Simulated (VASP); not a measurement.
# BiO4 (I4/mmm) in VASP: a series of runs

The runs below take BiO4 through single point, relaxation of cell and atoms, with PBE.

Everything below comes from runs of VASP 6.6.1. Logs are shortened: lines on timing, memory, paths and dates and some standing lists are left out, and cuts for length are marked.

## Step 1: The cell of the first run

Symmetry: I4/mmm, No. 139, tetragonal system. The conventional cell has a = 4.317 Å, b = 4.317 Å, c = 6.273 Å, α = 90.00°, β = 90.00°, γ = 90.00°. Within 3.3 Å of Bi (site symmetry 4/mmm) lie 18 O at 2.53 to 3.11 Å. Within 3.1 Å of O (site symmetry -4m2) lie 12 O at 2.36 to 3.06 Å and 4 Bi at 2.67 Å. Within 1.6 Å of O (site symmetry 4mm) lie 1 O at 1.21 Å.

## Step 2: Single point, PBE

The input, INCAR:

```
SYSTEM = BiO4
PREC = Accurate
ENCUT = 520
EDIFF = 1E-6
ISMEAR = 0
SIGMA = 0.1
LREAL = .False.
LASPH = .True.
NELM = 60
ALGO = Normal
ISIF = 2
LWAVE = .False.
LCHARG = .False.
GGA = PE
NBANDS = 28
```

The input, KPOINTS:

```
regular mesh
0
Gamma
  6 6 6
  0 0 0
```

The input, POSCAR:

```
BiO4
1.0
   -2.1584448128      2.1584448128      3.1366986901
    2.1584448128     -2.1584448128      3.1366986901
    2.1584448128      2.1584448128     -3.1366986901
Bi O
1 4
Direct
    0.0000000000      0.0000000000      0.0000000000
    0.2500000000      0.7500000000      0.5000000000
    0.7500000000      0.2500000000      0.5000000000
    0.4033023677      0.4033023677      0.0000000000
    0.5966976323      0.5966976323      0.0000000000
```

Potentials or basis: VASP PAW PBE potentials, release 64 (Bi_d, O).

The run is started by

```bash
$ cat potpaw_PBE.64/Bi_d/POTCAR potpaw_PBE.64/O/POTCAR > POTCAR
$ mpirun -np 1 vasp_std > vasp.out
```

OUTCAR:

```text
SYSTEM = BiO4
   PREC = Accurate
   ENCUT = 520
   EDIFF = 1E-6
   ISMEAR = 0
   LREAL = .False.
   LASPH = .True.
   NELM = 60
   ISIF = 2
   GGA = PE

 ion  position               nearest neighbor table
   1  0.000  0.000  0.000-   4 2.53   5 2.53   2 2.67   3 2.67   3 2.67   2 2.67   2 2.67   3 2.67
                             3 2.67   2 2.67
   2  0.250  0.750  0.500-   1 2.67   1 2.67   1 2.67   1 2.67
   3  0.750  0.250  0.500-   1 2.67   1 2.67   1 2.67   1 2.67
   4  0.403  0.403  0.000-   5 1.21   1 2.53
   5  0.597  0.597  0.000-   4 1.21   1 2.53

  LATTYP: Found a body centered tetragonal cell.
 ALAT       =     4.3168896256
 C/A-ratio  =     1.4532216305

  Lattice vectors:

 A1 = (  -2.1584448128,   2.1584448128,   3.1366986901)
 A2 = (   2.1584448128,  -2.1584448128,   3.1366986901)
 A3 = (   2.1584448128,   2.1584448128,  -3.1366986901)

Analysis of symmetry for initial positions (statically):
=====================================================================
 Subroutine PRICEL returns:
 Original cell was already a primitive cell.

 Routine SETGRP: Setting up the symmetry group for a
 body centered tetragonal supercell.

 Subroutine GETGRP returns: Found 16 space group operations
 (whereof 16 operations were pure point group operations)
 out of a pool of 16 trial point group operations.

The static configuration has the point symmetry D_4h.

Analysis of symmetry for dynamics (positions and initial velocities):
=====================================================================
 Subroutine PRICEL returns:
 Original cell was already a primitive cell.

 Routine SETGRP: Setting up the symmetry group for a
 body centered tetragonal supercell.

 Subroutine GETGRP returns: Found 16 space group operations
 (whereof 16 operations were pure point group operations)
 out of a pool of 16 trial point group operations.

The dynamic configuration has the point symmetry D_4h.

 Subroutine INISYM returns: Found 16 space group operations
 (whereof 16 operations are pure point group operations),
 and found     1 'primitive' translations

----------------------------------------------------------------------------------------

                                     Primitive cell

  volume of cell :      58.4541

  direct lattice vectors                    reciprocal lattice vectors
    -2.158444813  2.158444813  3.136698690     0.000000000  0.231648267  0.159403261
     2.158444813 -2.158444813  3.136698690     0.231648267  0.000000000  0.159403261
[... 95 lines left out ...]
   IBRION =     -1    ionic relax: 0-MD 1-quasi-New 2-CG
   NFREE  =      0    steps in history (QN), initial steepest desc. (CG)
   ISIF   =      2    stress and relaxation
   ISYM   =      2    0-nonsym 1-usesym 2-fastsym
   POTIM  = 0.5000    time-step for ionic-motion
   TEBEG  =    0.0;   TEEND  =   0.0 temperature during run
   PSTRESS=    0.0 pullay stress
   NELECT =      39.0000    total number of electrons
   NUPDOWN=      -1.0000    fix difference up-down
   EMIN   =  10.00;   EMAX   =-10.00  energy-range for DOS
   EFERMI =   0.00;   METHOD = LEGACY
   ISMEAR =     0;   SIGMA  =   0.10  broadening in eV -4-tet -1-fermi 0-gaus
   EFERMI_NEDOS =   21; number of points for ismear=-14 and -15
   IALGO  =     38    algorithm
   IMIX   =      4    mixing-type and parameters
     AMIX     =   0.40;   BMIX     =  1.00
     AMIX_MAG =   1.60;   BMIX_MAG =  1.00
  volume/ion in A,a.u.               =      11.69        78.89
  Fermi-wavevector in a.u.,A,eV,Ry     =   1.430512  2.703275 27.842476  2.046364
  Thomas-Fermi vector in A             =   2.550349
   LORBIT       =      0    0 simple, 1 ext, 2 COOP (PROOUT), +10 PAW based schemes
   GGA     = PE    functional components
   LHFCALC =     F    Hartree Fock is set to
   AEXX    =    0.0000 exact exchange contribution
   IVDW    =     0    specifies the selected vdW correction
   LEPSILON=     F    determine dielectric tensor
   LRPA    =     F    only Hartree local field effects (RPA)
 non-spin polarized calculation
 Gauss-broadening in eV      SIGMA  =   0.10
  energy-cutoff  :      520.00
  volume of cell :       58.45
 maximum number of plane-waves:      1596
 NGX is ok and might be reduce to    36
   NGX = 17   NGY = 17   NGZ = 17

 number of electron      38.9999993 magnetization

 Free energy of the ion-electron system (eV)
  ---------------------------------------------------
  ext. energy  EPLUGINS =         0.00000000
  ---------------------------------------------------
  free energy    TOTEN  =       -23.13887832 eV

  energy without entropy =      -23.13008224  energy(sigma->0) =      -23.13448028

 E-fermi :   5.8286     XC(G=0): -11.2806

 val. band max:        5.7745734477   @ k =  -0.3333   0.3333   0.0000
 cond. band min:       5.8302424994   @ k =  -0.1667   0.1667   0.1667
 fundamental gap:      0.0556690516
 Fermi energy:         5.8286100564

 k-point     1 :       0.0000    0.0000    0.0000
  band No.  band energies     occupation
      1     -21.7940      2.00000
      2     -17.3392      2.00000
      3     -17.3025      2.00000
      4     -17.2856      2.00000
      5     -17.2856      2.00000
      6     -17.2784      2.00000
[... 733 lines left out ...]
     27      18.0250      0.00000
     28      18.4175      0.00000

 [... further k-points ...]

------------------------ aborting loop because EDIFF is reached ----------------------------------------

  FORCE on cell =-STRESS in cart. coord.  units (eV):
  Direction    XX          YY          ZZ          XY          YZ          ZX
  --------------------------------------------------------------------------------------
  -------------------------------------------------------------------------------------
  Total        0.0605138      0.0605138      1.3181991      0.0000000     -0.0000000      0.0000000
  in kB        1.6586332      1.6586332     36.1307434      0.0000000     -0.0000000      0.0000000
  external PRESSURE =      13.1493366 kB  Pullay stress =       0.0000000 kB

 VOLUME and BASIS-vectors are now :
 -----------------------------------------------------------------------------
  energy-cutoff  :      520.00
  volume of cell :       58.45
      direct lattice vectors                 reciprocal lattice vectors
    -2.158444813  2.158444813  3.136698690     0.000000000  0.231648267  0.159403261
     2.158444813 -2.158444813  3.136698690     0.231648267  0.000000000  0.159403261
     2.158444813  2.158444813 -3.136698690     0.231648267  0.231648267  0.000000000

 POSITION                                       TOTAL-FORCE (eV/Angst)
 -----------------------------------------------------------------------------------
      0.00000      0.00000      0.00000        -0.000000     -0.000000      0.000000
      2.15844      0.00000      1.56835        -0.000000     -0.000000      0.000000
      0.00000      2.15844      1.56835        -0.000000     -0.000000      0.000000
      0.00000      0.00000      2.53008         0.000000      0.000000     -1.229792
      0.00000      0.00000      3.74332         0.000000      0.000000      1.229792
 -----------------------------------------------------------------------------------
    total drift:                               -0.000000      0.000000      0.000000

  FREE ENERGIE OF THE ION-ELECTRON SYSTEM (eV)
  ---------------------------------------------------
  free  energy   TOTEN  =       -23.1388783240 eV

  energy  without entropy=      -23.1300822367  energy(sigma->0) =      -23.13448028
```

OSZICAR:

```text
N       E                     dE             d eps       ncg     rms          rms(c)
DAV:   1     0.416567518447E+03    0.41657E+03   -0.20346E+04  1684   0.161E+03
DAV:   2     0.158520015992E+02   -0.40072E+03   -0.38248E+03  1924   0.462E+02
DAV:   3    -0.260515821094E+02   -0.41904E+02   -0.41100E+02  1912   0.147E+02
DAV:   4    -0.273814012093E+02   -0.13298E+01   -0.13215E+01  1952   0.274E+01
DAV:   5    -0.274182725865E+02   -0.36871E-01   -0.36857E-01  2064   0.468E+00    0.133E+01
DAV:   6    -0.275930814931E+02   -0.17481E+00   -0.68659E+01  2248   0.383E+01    0.187E+01
DAV:   7    -0.232785678444E+02    0.43145E+01   -0.12971E+01  2032   0.189E+01    0.333E+00
DAV:   8    -0.231579368925E+02    0.12063E+00   -0.99253E-01  1808   0.586E+00    0.153E+00
DAV:   9    -0.231391545471E+02    0.18782E-01   -0.12662E-01  1860   0.240E+00    0.548E-01
DAV:  10    -0.231386538380E+02    0.50071E-03   -0.16427E-02  2040   0.765E-01    0.152E-01
DAV:  11    -0.231388029833E+02   -0.14915E-03   -0.13419E-03  1852   0.323E-01    0.456E-02
DAV:  12    -0.231388806746E+02   -0.77691E-04   -0.20000E-04  1820   0.989E-02    0.204E-02
DAV:  13    -0.231388774196E+02    0.32550E-05   -0.15471E-05  2064   0.308E-02    0.668E-03
DAV:  14    -0.231388783240E+02   -0.90442E-06   -0.26167E-06  1536   0.138E-02
   1 F= -.23138878E+02 E0= -.23134480E+02  d E =-.879609E-02
```

stdout:

```text
POSCAR found type information on POSCAR BiO
 POSCAR found :  2 types and       5 ions
 scaLAPACK will be used
 LDA part: xc-table for (Slater+PW92), standard interpolation
 POSCAR, INCAR and KPOINTS ok, starting setup
 FFT: planning ... GRIDC
 FFT: planning ... GRID_SOFT
 FFT: planning ... GRID
 WAVECAR not read
 entering main loop
```

It took 22 s on 1 thread of Intel Xeon 6975P-C (Granite Rapids), shared host; peak memory 0.22 GiB.

What came out:

| Quantity | Value |
| --- | --- |
| Free energy | -23.1389 eV |
| Pressure | 1.3 GPa |
| Largest force | 1.230 eV/Å |

Forces in eV/Å, atoms in the order of the input:
```
Bi   0.000  0.000  0.000
O    0.000  0.000  0.000
O    0.000  0.000  0.000
O    0.000  0.000 -1.230
O    0.000  0.000  1.230
```

Stress tensor (GPa, compression positive):
```
0.17 0.00 0.00
0.00 0.17 0.00
0.00 0.00 3.61
```

Levels at points of the mesh, in eV from the Fermi level:
| k point | band 15 | band 16 | band 17 | band 18 | band 19 | band 20 | band 21 | band 22 | band 23 | band 24 |
| --- | --- | --- | --- | --- | --- | --- | --- | --- | --- | --- |
| (0.00, 0.00, 0.00) | -3.90 | -2.51 | -2.14 | -1.73 | -1.73 | 0.92 | 0.92 | 3.27 | 3.31 | 3.31 |
| (0.50, 0.00, 0.00) | -3.28 | -2.11 | -1.63 | -1.38 | -0.60 | -0.53 | 0.16 | 3.61 | 3.76 | 4.67 |
| (0.50, 0.50, 0.00) | -3.18 | -2.07 | -1.11 | -1.01 | -0.92 | -0.89 | 0.17 | 2.25 | 4.18 | 4.66 |
| (0.50, 0.50, 0.50) | -2.66 | -2.23 | -2.23 | -1.08 | -0.74 | 0.48 | 0.48 | 2.29 | 4.70 | 4.70 |

Caveat: the standard files for N, O and F lose accuracy on very short bonds; spin-orbit coupling is left out, which moves the levels of the heavy elements; an odd number of electrons without spin polarisation forces a metal; a magnetic or distorted state may lie lower.

## Step 3: Single point, PBE

This run uses another cell than the first one, of 13.63 Å³/atom, 1.166 times its volume.

The input, INCAR:

```
SYSTEM = BiO4
ALGO = Normal
EDIFF = 1E-6
ENCUT = 520
GGA = PE
ISIF = 2
ISMEAR = 0
LASPH = .TRUE.
LCHARG = .FALSE.
LREAL = .FALSE.
LWAVE = .FALSE.
NBANDS = 28
NELM = 60
PREC = Accurate
SIGMA = 0.1
```

The input, KPOINTS:

```
k-points
0
G
  6 6 6
  0 0 0
```

The input, POSCAR:

```
BiO4
1.0
   -1.9072902900      1.9072902900      4.6835989800
    1.9072902900     -1.9072902900      4.6835989800
    1.9072902900      1.9072902900     -4.6835989800
Bi O
1 4
Direct
    0.0000000000      0.0000000000      0.0000000000
    0.2500000000      0.7500000000      0.5000000000
    0.7500000000      0.2500000000      0.5000000000
    0.3847291800      0.3847291800      0.0000000000
    0.6152708200      0.6152708200      0.0000000000
```

Potentials or basis: VASP PAW PBE potentials, release 64 (Bi_d, O).

The run is started by

```bash
$ cat potpaw_PBE.64/Bi_d/POTCAR potpaw_PBE.64/O/POTCAR > POTCAR
$ mpirun -np 1 vasp_std > vasp.out
```

Run time: 38 s. Hardware: 1 thread of Intel Xeon 6975P-C (Granite Rapids), shared host; peak memory 0.25 GiB.

The run converged. Its results:

```
Free energy   : -17.7269 eV
Pressure      : -14.4 GPa
Largest force : 1.584 eV/Å
```

Forces on the atoms (eV/Å):
```
Bi   0.000  0.000  0.000
O    0.000  0.000  0.000
O    0.000  0.000  0.000
O    0.000  0.000  1.584
O    0.000  0.000 -1.584
```

Stress tensor (GPa, compression positive):
```
 -8.96   0.00   0.00
  0.00  -8.96   0.00
  0.00   0.00 -25.28
```

Levels at points of the mesh, in eV from the Fermi level:
```
           k point  band 16  band 17  band 18  band 19  band 20  band 21  band 22  band 23  band 24  band 25
(0.00, 0.00, 0.00)    -2.94    -1.42    -0.46    -0.19    -0.19     0.30     0.30     3.55     4.06     4.06
(0.50, 0.00, 0.00)    -1.96    -1.47    -0.44    -0.27    -0.17     0.02     0.83     1.57     3.02     3.06
(0.50, 0.50, 0.00)    -1.51    -0.78     0.06     0.06     0.09     0.58     0.62     2.22     2.29     2.79
(0.50, 0.50, 0.50)    -1.32    -0.74    -0.44    -0.44    -0.13     0.34     0.34     1.36     3.81     3.81
```

Caveat: the k points lie up to 0.39 Å⁻¹ apart; spin-orbit coupling is left out, which moves the levels of the heavy elements; an odd number of electrons without spin polarisation forces a metal; a magnetic or distorted state may lie lower.

## Step 4: Relaxation of cell and atoms, PBE

The input, INCAR:

```
SYSTEM = BiO4
PREC     = Accurate       ! precision mode
ENCUT    = 600            ! plane-wave cutoff, eV
EDIFF    = 1E-7           ! SCF threshold, eV
ISMEAR   = 0              ! smearing method
SIGMA    = 0.1            ! smearing width, eV
LREAL    = .False.        ! projectors in reciprocal space
LASPH    = .True.         ! aspherical terms in the spheres
NELM     = 80             ! most SCF steps
ALGO     = Normal         ! electronic algorithm
ISIF     = 3              ! what is computed and relaxed
LWAVE    = .False.        ! write WAVECAR
LCHARG   = .False.        ! write CHGCAR
GGA      = PE             ! functional
IBRION   = 2              ! ionic algorithm
NSW      = 100            ! ionic steps
EDIFFG   = -0.01          ! ionic threshold
```

The input, KPOINTS:

```
Automatic mesh
0
Gamma
  12 12 12
  0 0 0
```

The input, POSCAR:

```
BiO4
1.0
   -2.1584448128      2.1584448128      3.1366986901
    2.1584448128     -2.1584448128      3.1366986901
    2.1584448128      2.1584448128     -3.1366986901
Bi O
1 4
Direct
    0.0000000000      0.0000000000      0.0000000000
    0.2500000000      0.7500000000      0.5000000000
    0.7500000000      0.2500000000      0.5000000000
    0.4033023677      0.4033023677      0.0000000000
    0.5966976323      0.5966976323      0.0000000000
```

The run is started by

```bash
$ cat potpaw_PBE.64/Bi_d/POTCAR potpaw_PBE.64/O/POTCAR > POTCAR
$ mpirun -np 1 vasp_std > vasp.out
```

Wall time 14 min (1 thread of Intel Xeon 6975P-C (Granite Rapids), shared host); peak memory 0.38 GiB.

It converged, with:

```yaml
Free_energy: -23.1492 eV
Relaxed_volume: 11.70 Å³/atom
Relaxed_cell: a = 4.375 Å, b = 4.375 Å, c = 4.375 Å, α = 120.79°, β = 120.79°, γ = 88.63°
Space_group_after_relaxing_to_0.05_Å: I4/mmm (No. 139)
Energy_gained_by_relaxing: 2.2 meV/atom
Ionic_steps: 11
Pressure_after_relaxing: 0.0 GPa
```

Step by step:
```csv
step,energy change (eV),largest force (eV/Å),pressure (GPa),volume (Å³)
1,0.0000,1.1974,1.21,58.45
2,0.2779,4.4107,-5.93,59.20
3,-0.0103,0.0708,-0.27,58.56
4,-0.0103,0.0120,-0.17,58.55
5,-0.0103,0.0328,-0.14,58.55
6,-0.0107,0.0214,0.00,58.47
7,-0.0108,0.0118,0.13,58.41
8,-0.0108,0.0125,0.13,58.41
9,-0.0108,0.0798,-0.08,58.48
10,-0.0108,0.0238,0.04,58.44
11,-0.0109,0.0001,-0.01,58.48
```

Final structure:
```xyz
5
Lattice="-2.1611 2.1611 3.1303 2.1611 -2.1611 3.1303 2.1611 2.1611 -3.1303" Properties=species:S:1:pos:R:3 pbc="T T T"
Bi    0.0000    0.0000    0.0000
O     2.1611    0.0000    1.5652
O     0.0000    2.1611    1.5652
O     0.0000    0.0000    2.5148
O     0.0000    0.0000    3.7459
```

Levels at points of the mesh, in eV from the Fermi level:
```csv
k point,band 17,band 18,band 19,band 20,band 21,band 22
"(0.00, 0.00, 0.00)",-1.98,-1.58,-1.58,1.05,1.05,3.33
"(0.50, 0.00, 0.00)",-1.48,-1.20,-0.45,-0.42,0.28,3.77
"(0.50, 0.50, 0.00)",-0.97,-0.87,-0.80,-0.78,0.27,2.44
"(0.50, 0.50, 0.50)",-2.12,-0.93,-0.61,0.61,0.61,2.38
```

Caveat: the standard files for N, O and F lose accuracy on very short bonds; spin-orbit coupling is left out, which moves the levels of the heavy elements; an odd number of electrons without spin polarisation forces a metal; a magnetic or distorted state may lie lower.

## Step 5: Summary

```csv
task,cell,k mesh,cutoff (eV),gap on the mesh (eV),pressure (GPa),largest force (eV/Å)
single point,"a = 4.377 Å, angles 120.9, 120.9, 88.4°, 5 atoms",6 × 6 × 6,520,none,1.3,1.23
single point,"a = 5.405 Å, angles 138.7, 138.7, 59.9°, 5 atoms",6 × 6 × 6,520,none,-14.4,1.58
relaxation of cell and atoms,"relaxed from a = 4.377 Å, angles 120.9, 120.9, 88.4°, 5 atoms",12 × 12 × 12,600,none,0.0,-
```

Alike in all rows: level PBE; potentials or basis VASP PAW PBE potentials, release 64 (Bi_d, O); no spin polarisation; smearing gaussian 0.1 eV.

Caveats: some runs use coarse meshes; spin-orbit coupling is left out, which moves the levels of the heavy elements; an odd number of electrons without spin polarisation forces a metal; a magnetic or distorted state may lie lower; the standard files for N, O and F lose accuracy on very short bonds (some runs).

Total energies depend on the potentials used, so only differences within one code and one set of settings carry meaning.
